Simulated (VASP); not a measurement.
# NiPt (P4/mmm) in VASP: further runs

Runs on NiPt. Level: LDA. Tasks: single point.

Everything below comes from runs of VASP 6.6.1. Logs are shortened: lines on timing, memory, paths and dates and some standing lists are left out, and cuts for length are marked.

**1. The cell of the first run**

Symmetry: P4/mmm, No. 123, tetragonal system. The conventional cell has a = 2.577 Å, b = 2.577 Å, c = 3.403 Å, α = 90.00°, β = 90.00°, γ = 90.00°. Within 3.3 Å of Ni (site symmetry 4/mmm) lie 8 Pt at 2.49 Å and 4 Ni at 2.58 Å. Pt (site symmetry 4/mmm) has 8 Ni at 2.49 Å and 4 Pt at 2.58 Å within 3.3 Å.

**2. Single point, LDA (volume scaled by 0.86)**

INCAR reads:

```
PREC = Accurate ; ENCUT = 520
EDIFF = 1E-6 ; ISMEAR = -1
SIGMA = 0.1 ; LREAL = F
LASPH = T ; NELM = 80
ALGO = Normal ; ISIF = 2
LWAVE = F ; LCHARG = F
NBANDS = 17
```

KPOINTS reads:

```
regular mesh
0
Gamma
  11 11 8
```

POSCAR reads:

```
NiPt
1.0
    2.5770674930      0.0000000000      0.0000000000
    0.0000000000      2.5770674930      0.0000000000
    0.0000000000      0.0000000000      3.4028697507
Ni Pt
1 1
Direct
    0.5000000000      0.5000000000      0.5000000000
    0.0000000000      0.0000000000      0.0000000000
```

Potentials or basis: VASP PAW LDA potentials, release 64 (Ni, Pt).

Command:

```sh
$ cat potpaw_LDA.64/Ni/POTCAR potpaw_LDA.64/Pt/POTCAR > POTCAR
$ mpirun -np 1 vasp_std > vasp.out
```

OUTCAR:

```text
PREC = Accurate
   ENCUT = 520
   EDIFF = 1E-6
   ISMEAR = -1
   LREAL = F
   LASPH = T
   NELM = 80
   ISIF = 2

 ion  position               nearest neighbor table
   1  0.500  0.500  0.500-   2 2.49   2 2.49   2 2.49   2 2.49   2 2.49   2 2.49   2 2.49   2 2.49

   2  0.000  0.000  0.000-   1 2.49   1 2.49   1 2.49   1 2.49   1 2.49   1 2.49   1 2.49   1 2.49

  LATTYP: Found a simple tetragonal cell.
 ALAT       =     2.5770674930
 C/A-ratio  =     1.3204426194

  Lattice vectors:

 A1 = (   2.5770674930,   0.0000000000,   0.0000000000)
 A2 = (   0.0000000000,   2.5770674930,   0.0000000000)
 A3 = (   0.0000000000,   0.0000000000,   3.4028697507)

Analysis of symmetry for initial positions (statically):
=====================================================================
 Subroutine PRICEL returns:
 Original cell was already a primitive cell.

 Routine SETGRP: Setting up the symmetry group for a
 simple tetragonal supercell.

 Subroutine GETGRP returns: Found 16 space group operations
 (whereof 16 operations were pure point group operations)
 out of a pool of 16 trial point group operations.

The static configuration has the point symmetry D_4h.

Analysis of symmetry for dynamics (positions and initial velocities):
=====================================================================
 Subroutine PRICEL returns:
 Original cell was already a primitive cell.

 Routine SETGRP: Setting up the symmetry group for a
 simple tetragonal supercell.

 Subroutine GETGRP returns: Found 16 space group operations
 (whereof 16 operations were pure point group operations)
 out of a pool of 16 trial point group operations.

The dynamic configuration has the point symmetry D_4h.

 Subroutine INISYM returns: Found 16 space group operations
 (whereof 16 operations are pure point group operations),
 and found     1 'primitive' translations

----------------------------------------------------------------------------------------

                                     Primitive cell

  volume of cell :      22.5994

  direct lattice vectors                    reciprocal lattice vectors
     2.577067493  0.000000000  0.000000000     0.388037955  0.000000000  0.000000000
     0.000000000  2.577067493  0.000000000     0.000000000  0.388037955  0.000000000
     0.000000000  0.000000000  3.402869751     0.000000000  0.000000000  0.293869608
[... 75 lines left out ...]
   PREC   = accura    normal or accurate (medium, high low for compatibility)
   ISTART =      0    job   : 0-new  1-cont  2-samecut
   ICHARG =      2    charge: 1-file 2-atom 10-const
   ISPIN  =      1    spin polarized calculation?
   LNONCOLLINEAR =      F non collinear calculations
   LSORBIT =      F    spin-orbit coupling
   LASPH  =      T    aspherical Exc in radial PAW
   ENCUT  =  520.0 eV  38.22 Ry    6.18 a.u.   4.79  4.79  6.33*2*pi/ulx,y,z
   NELM   =     80;   NELMIN=  2; NELMDL= -5     # of ELM steps
   EDIFF  = 0.1E-05   stopping-criterion for ELM
   LREAL  =      F    real-space projection
   EDIFFG = 0.1E-04   stopping-criterion for IOM
   NSW    =      0    number of steps for IOM
   IBRION =     -1    ionic relax: 0-MD 1-quasi-New 2-CG
   NFREE  =      0    steps in history (QN), initial steepest desc. (CG)
   ISIF   =      2    stress and relaxation
   ISYM   =      2    0-nonsym 1-usesym 2-fastsym
   POTIM  = 0.5000    time-step for ionic-motion
   TEBEG  =    0.0;   TEEND  =   0.0 temperature during run
   PSTRESS=    0.0 pullay stress
   NELECT =      20.0000    total number of electrons
   NUPDOWN=      -1.0000    fix difference up-down
   EMIN   =  10.00;   EMAX   =-10.00  energy-range for DOS
   EFERMI =   0.00;   METHOD = LEGACY
   ISMEAR =    -1;   SIGMA  =   0.10  broadening in eV -4-tet -1-fermi 0-gaus
   EFERMI_NEDOS =   21; number of points for ismear=-14 and -15
   IALGO  =     38    algorithm
   IMIX   =      4    mixing-type and parameters
     AMIX     =   0.40;   BMIX     =  1.00
     AMIX_MAG =   1.60;   BMIX_MAG =  1.00
  volume/ion in A,a.u.               =      11.30        76.25
  Fermi-wavevector in a.u.,A,eV,Ry     =   1.571759  2.970193 33.612176  2.470425
  Thomas-Fermi vector in A             =   2.673295
   LORBIT       =      0    0 simple, 1 ext, 2 COOP (PROOUT), +10 PAW based schemes
   GGA     = CA    functional components
   LHFCALC =     F    Hartree Fock is set to
   AEXX    =    0.0000 exact exchange contribution
   IVDW    =     0    specifies the selected vdW correction
   LEPSILON=     F    determine dielectric tensor
   LRPA    =     F    only Hartree local field effects (RPA)
 non-spin polarized calculation
  energy-cutoff  :      520.00
  volume of cell :       22.60
 maximum number of plane-waves:       619
 NGX is ok and might be reduce to    20
   NGX =  9   NGY =  9   NGZ = 13

 number of electron      20.0000016 magnetization

 Free energy of the ion-electron system (eV)
  ---------------------------------------------------
  ext. energy  EPLUGINS =         0.00000000
  ---------------------------------------------------
  free energy    TOTEN  =       -14.06948222 eV

  energy without entropy =      -13.97447968  energy(sigma->0) =      -14.02198095

 E-fermi :  12.8170     XC(G=0): -14.4765

 val. band max:       12.8133381267   @ k =   0.1818   0.0000   0.3750
 cond. band min:      12.8268523558   @ k =   0.3636   0.0000   0.2500
 fundamental gap:      0.0135142291
 Fermi energy:        12.8170005856

 k-point     1 :       0.0000    0.0000    0.0000
  band No.  band energies     occupation
      1       1.7059      2.00000
      2       5.3325      2.00000
      3       5.4134      2.00000
      4       9.2751      2.00000
      5       9.2751      2.00000
      6      10.4410      2.00000
[... 457 lines left out ...]
      4       8.6832      2.00000
      5       9.5580      2.00000
      6      10.5552      2.00000
[... 9 lines left out ...]
     16      30.5379      0.00000
     17      32.5972      0.00000

 [... further k-points ...]
[... 5 lines left out ...]
  --------------------------------------------------------------------------------------
  -------------------------------------------------------------------------------------
  Total        5.1717735      5.1717735      4.7330590      0.0000000     -0.0000000     -0.0000000
  in kB      366.6512504    366.6512504    335.5487206      0.0000000     -0.0000000     -0.0000000
  external PRESSURE =     356.2837405 kB  Pullay stress =       0.0000000 kB

 VOLUME and BASIS-vectors are now :
 -----------------------------------------------------------------------------
  energy-cutoff  :      520.00
  volume of cell :       22.60
      direct lattice vectors                 reciprocal lattice vectors
     2.577067493  0.000000000  0.000000000     0.388037955  0.000000000  0.000000000
     0.000000000  2.577067493  0.000000000     0.000000000  0.388037955  0.000000000
     0.000000000  0.000000000  3.402869751     0.000000000  0.000000000  0.293869608

 POSITION                                       TOTAL-FORCE (eV/Angst)
 -----------------------------------------------------------------------------------
      1.28853      1.28853      1.70143         0.000000      0.000000      0.000000
      0.00000      0.00000      0.00000         0.000000      0.000000      0.000000
 -----------------------------------------------------------------------------------
    total drift:                               -0.000000      0.000000      0.000000

  FREE ENERGIE OF THE ION-ELECTRON SYSTEM (eV)
  ---------------------------------------------------
  free  energy   TOTEN  =       -14.0694822160 eV

  energy  without entropy=      -13.9744796820  energy(sigma->0) =      -14.02198095
```

stdout:

```text
POSCAR found type information on POSCAR NiPt
 POSCAR found :  2 types and       2 ions
 scaLAPACK will be used
 LDA part: xc-table for (Slater(with rela. corr.)+CA(PZ))
 , standard interpolation
 POSCAR, INCAR and KPOINTS ok, starting setup
 FFT: planning ... GRIDC
 FFT: planning ... GRID_SOFT
 FFT: planning ... GRID
 WAVECAR not read
 entering main loop
```

Wall time 23 s (1 thread of Intel Xeon Platinum 8488C (Sapphire Rapids), shared host); peak memory 0.16 GiB.

Results:

```
Free energy            : -14.0695 eV
Pressure               : 35.6 GPa
Band gap on the k mesh : zero (band 10 reaches 13.77 eV, above the bottom of band 11 at 11.61 eV)
```

Stress tensor (GPa, compression positive):
```
36.67  0.00  0.00
 0.00 36.67  0.00
 0.00  0.00 33.55
```

Caveat: spin-orbit coupling is left out, which moves the levels of the heavy elements.

**3. Single point, LDA (volume scaled by 0.92)**

INCAR reads:

```
SYSTEM = NiPt
PREC = Accurate ; ENCUT = 520
EDIFF = 1E-6 ; ISMEAR = -1
SIGMA = 0.1 ; LREAL = .False.
LASPH = .True. ; NELM = 100
ALGO = Normal ; ISIF = 2
LWAVE = .False. ; LCHARG = .False.
NBANDS = 17
```

KPOINTS reads:

```
Automatic mesh
0
Gamma
  11 11 8
  0 0 0
```

POSCAR reads:

```
NiPt
1.0
    2.6356571635      0.0000000000      0.0000000000
    0.0000000000      2.6356571635      0.0000000000
    0.0000000000      0.0000000000      3.4802340486
Ni Pt
1 1
Direct
    0.5000000000      0.5000000000      0.5000000000
    0.0000000000      0.0000000000      0.0000000000
```

Potentials or basis: VASP PAW LDA potentials, release 64 (Ni, Pt).

Command:

```sh
$ cat potpaw_LDA.64/Ni/POTCAR potpaw_LDA.64/Pt/POTCAR > POTCAR
$ mpirun -np 1 vasp_std > vasp.out
```

Run time: 22 s. Hardware: 1 thread of Intel Xeon Platinum 8488C (Sapphire Rapids), shared host; peak memory 0.16 GiB.

It converged, with:

* Free energy: -14.2851 eV
* Pressure: 9.6 GPa
* Band gap on the k mesh: zero (band 10 reaches 12.32 eV, above the bottom of band 11 at 10.43 eV)

Stress tensor (GPa, compression positive):
```
9.90 0.00 0.00
0.00 9.90 0.00
0.00 0.00 8.92
```

Levels at points of the mesh, in eV from the Fermi level:
| k point | band 8 | band 9 | band 10 | band 11 | band 12 | band 13 |
| --- | --- | --- | --- | --- | --- | --- |
| (0.00, 0.00, 0.00) | -0.87 | 0.09 | 0.34 | 0.34 | 3.08 | 11.99 |
| (0.00, 0.00, 0.50) | -1.56 | -1.53 | -1.53 | -0.89 | -0.61 | 16.33 |

Caveat: spin-orbit coupling is left out, which moves the levels of the heavy elements.
